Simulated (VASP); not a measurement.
Here is a VASP 6.6.1 calculation.

File INCAR:

```
PREC = Accurate ; ENCUT = 520
EDIFF = 1E-6 ; ISMEAR = 0
SIGMA = 0.1 ; LREAL = F
LASPH = T ; NELM = 100
ALGO = Normal ; ISIF = 2
LWAVE = F ; LCHARG = F
GGA = PS ; NBANDS = 26
```

File KPOINTS:

```
regular mesh
0
Gamma
  12 12 12
```

POSCAR

```
AlCu3
1.0
    0.0000000000      2.8965683159      2.8965683159
    2.8965683159      0.0000000000      2.8965683159
    2.8965683159      2.8965683159      0.0000000000
Al Cu
1 3
Direct
    0.0000000000      0.0000000000      0.0000000000
    0.5000000000      0.5000000000      0.5000000000
    0.2500000000      0.2500000000      0.2500000000
    0.7500000000      0.7500000000      0.7500000000
```

Potentials or basis: VASP PAW PBE potentials, release 64 (Al, Cu).

Launch:

```bash
$ cat potpaw_PBE.64/Al/POTCAR potpaw_PBE.64/Cu/POTCAR > POTCAR
$ mpirun -np 1 vasp_std > vasp.out
```

Task: Estimate the pressure.

Result: -1.3 GPa.

Task: What does it give for the band gap on the k mesh?

Result: Zero (bands 18 and 19 overlap by 5.84 eV).

Caveat: the PAW data sets were made with another functional, which shifts forces and pressure a little.
